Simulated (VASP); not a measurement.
Runs of VASP 6.6.1 on NaH. The structure is that of space group I4/mmm (No. 139), or close to it. The cells are those of the table. 

```csv
cell,gap on the mesh (eV),pressure (GPa)
"a = 3.488, b = 3.488, c = 3.592 Å, angles 59.0, 59.0, 62.0°, 2 atoms",4.18,-2.3
"a = 3.498, b = 3.498, c = 3.568 Å, angles 59.3, 59.3, 61.3°, 2 atoms",(a),-2.3
"a = 3.574, b = 3.574, c = 3.428 Å, angles 61.3, 61.3, 57.3°, 2 atoms",4.17,-2.2
"a = 3.479, b = 3.479, c = 3.616 Å, angles 58.7, 58.7, 62.6°, 2 atoms",4.15,-2.2
```

Alike in all rows: task single point; level r2SCAN; potentials or basis VASP PAW PBE potentials, release 64 (Na_pv, H); no spin polarisation; k mesh 10 × 10 × 10; cutoff (eV) 520; smearing fermi-dirac 0.2 eV.

Problem. Fill in the values left out.

Solution. (a) 4.19.

Caveats: the PAW data sets were made with another functional, which shifts forces and pressure a little.

A k mesh can miss the band edges.
